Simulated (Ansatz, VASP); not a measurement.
**Two plane-wave programs on MgI2**

Contents of INCAR:

```
PREC = Accurate ; ENCUT = 520
EDIFF = 1E-6 ; ISMEAR = 0
SIGMA = 0.05 ; LREAL = F
LASPH = T ; NELM = 80
ALGO = Normal ; ISIF = 2
LWAVE = F ; LCHARG = F
GGA = PE ; NBANDS = 15
```

Contents of KPOINTS:

```
regular mesh
0
Gamma
  6 6 4
```

POSCAR

```
MgI2
1.0
    4.1537001214      0.0000000000      0.0000000000
   -2.0768500607      3.5972098248      0.0000000000
    0.0000000000      0.0000000000      7.0678600000
Mg I
1 2
Direct
    0.0000000000      0.0000000000      0.0000000000
    0.3333333333      0.6666666667      0.7576300000
    0.6666666667      0.3333333333      0.2423700000
```

Input for Ansatz:

```yaml
crystal:
  lattice:
    - [4.1537001214, 0.0, 0.0]
    - [-2.0768500607, 3.5972098248, 0.0]
    - [0.0, 0.0, 7.06786]
  atoms:
    - { symbol: Mg, position: [0.0, 0.0, 0.0] }
    - { symbol: I, position: [0.3333333333, 0.6666666667, 0.75763] }
    - { symbol: I, position: [0.6666666667, 0.3333333333, 0.24237] }
basis:
  ecutwfc: 420
kpoints:
  mp_grid: { grid: [6, 6, 4] }
hamiltonian:
  xc: pbe
scf:
  occupations: { method: gaussian, width: 0.05 }
output:
  forces: true
  stress: true
  eigenvalues: true
```

Change from the starting cell: strain +0.000 along x and y, +0.030 along z, atoms carried along.

Alike in both runs: task single point; functional PBE; k mesh 6 × 6 × 4; occupations gaussian, width 0.05 eV; no spin polarisation.

|  | VASP | Ansatz |
| --- | --- | --- |
| version | VASP 6.6.1 | Ansatz 0.2.0 |
| potentials or method | VASP PAW PBE potentials, release 64 (Mg, I), cutoff 520 eV | scalar-relativistic, plane waves, PAW |
| valence electrons in the cell | 16 | 44 |

|  | VASP | Ansatz | Ansatz less VASP |
| --- | --- | --- | --- |
| gap on the k mesh at the Fermi level (eV) | 3.49 | 3.51 | +0.017 |
| least direct gap on the mesh (eV) | 3.63 | 3.65 | +0.015 |
| pressure (GPa) | 0.3 | 0.4 | +0.06 |
| traceless stress, the component that is largest in VASP (GPa) | -0.40 | -0.41 | -0.005 |
| rms of the force components (eV/Å) | 0.088 | 0.083 | -0.0047 |

Atom by atom the forces differ by 0.005 eV/Å (rms over components). With one functional, cell and mesh, what is left measures potentials, basis and numerics. VASP's potentials hold 16 valence electrons a cell and Ansatz's 44, so a difference there can come from the potentials and not from the codes.

Spin-orbit coupling is off throughout.
